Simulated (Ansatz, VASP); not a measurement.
# MnO2: VASP beside Ansatz

Contents of POSCAR:

```
MnO2
1.0
    1.4284348394      0.8247072390      4.5839315268
   -1.4284348394      0.8247072390      4.5839315268
    0.0000000000     -1.6494144781      4.5839315268
Mn O
1 2
Direct
    0.0000000000      0.0000000000      0.0000000000
    0.2643644900      0.2643644900      0.2643644900
    0.7356355100      0.7356355100      0.7356355100
```

INCAR.step1

```
  PREC = Accurate
  ENCUT = 660
  ISMEAR = -4
  SIGMA = 0.1
  LREAL = False
  LASPH = True
  NELM = 200
  ISPIN = 2
  MAGMOM = 2.74 0 0
  LMAXMIX = 4
  NBANDS = 24
  GGA = PE
  ALGO = Normal
  EDIFF = 1E-5
  LWAVE = True
  LCHARG = False
  GGA_COMPAT = False
```

File INCAR.step2:

```
  PREC = Accurate
  ENCUT = 660
  EDIFF = 1E-6
  ISMEAR = -4
  SIGMA = 0.1
  LREAL = False
  LASPH = True
  NELM = 200
  ALGO = Normal
  ISIF = 2
  LWAVE = False
  LCHARG = True
  ISPIN = 2
  MAGMOM = 2.74 0 0
  LORBIT = 11
  LMAXMIX = 4
  METAGGA = R2SCAN
  LMIXTAU = True
  IVDW = 13
  LELF = True
  LVHAR = True
  VDW_S6 = 1.0
  VDW_S8 = 0.6018749
  VDW_A1 = 0.51559235
  VDW_A2 = 5.77342911
  NBANDS = 24
  ISTART = 1
  GGA_COMPAT = False
```

File KPOINTS:

```
regular mesh
0
Gamma
  3 3 3
```

Input for Ansatz:

```yaml
crystal:
  lattice:
    - [1.4284348394, 0.824707239, 4.5839315268]
    - [-1.4284348394, 0.824707239, 4.5839315268]
    - [0.0, -1.6494144781, 4.5839315268]
  atoms:
    - { symbol: Mn, position: [0.0, 0.0, 0.0], spin: 2.74 }
    - { symbol: O, position: [0.26436449, 0.26436449, 0.26436449] }
    - { symbol: O, position: [0.73563551, 0.73563551, 0.73563551] }
basis:
  ecutwfc: "20 Ha"
kpoints:
  mp_grid: { grid: [3, 3, 3] }
hamiltonian:
  xc: r2scan
  dispersion: d4
scf:
  occupations: { method: tetrahedron_uncorrected }
  lower_state_search: "off"
output:
  forces: true
  stress: true
  eigenvalues: true
  populations: true
magnetization:
  spin_polarized: true
```

Alike in both runs: task single point; functional r2SCAN; dispersion D4; k mesh 3 × 3 × 3; collinear spin.

```csv
,VASP,Ansatz
version,VASP 6.6.1,Ansatz 0.2.0
potentials or method,"VASP PAW PBE potentials, release 64 (Mn_pv, O), cutoff 660 eV","scalar-relativistic, plane waves, PAW"
occupations,tetrahedron,tetrahedron-uncorrected
valence electrons in the cell,25,27
```

Ansatz gave:

| Item | Value |
| --- | --- |
| gap on the k mesh at the Fermi level (eV) | 2.10 |
| least direct gap on the mesh (eV) | 2.10 |
| pressure (GPa) | -1.2 |
| traceless stress, the component that is largest in VASP (GPa) | 0.31 |
| rms of the force components (eV/Å) | 0.004 |
| net moment per atom (μB) | 1.00 |
| size of the moment on the site where the two differ most (μB) | 2.61 |

Question: Estimate VASP's values.

Answer: gap on the k mesh at the Fermi level (eV): 2.06; least direct gap on the mesh (eV): 2.07; pressure (GPa): -0.5; traceless stress, the component that is largest in VASP (GPa): -0.10; rms of the force components (eV/Å): 0.033; net moment per atom (μB): 1.00; size of the moment on the site where the two differ most (μB): 2.96.

VASP's potentials were made for PBE, not for r2SCAN. Site moments also hang on the region over which each program counts them. Atom by atom the forces differ by 0.037 eV/Å (rms over components). VASP's potentials hold 25 valence electrons a cell and Ansatz's 27, so a difference there can come from the potentials and not from the codes. Ansatz's warnings: band table not solved further, stability check not made.

The k mesh is coarse, so the values compare programs but aren't converged.
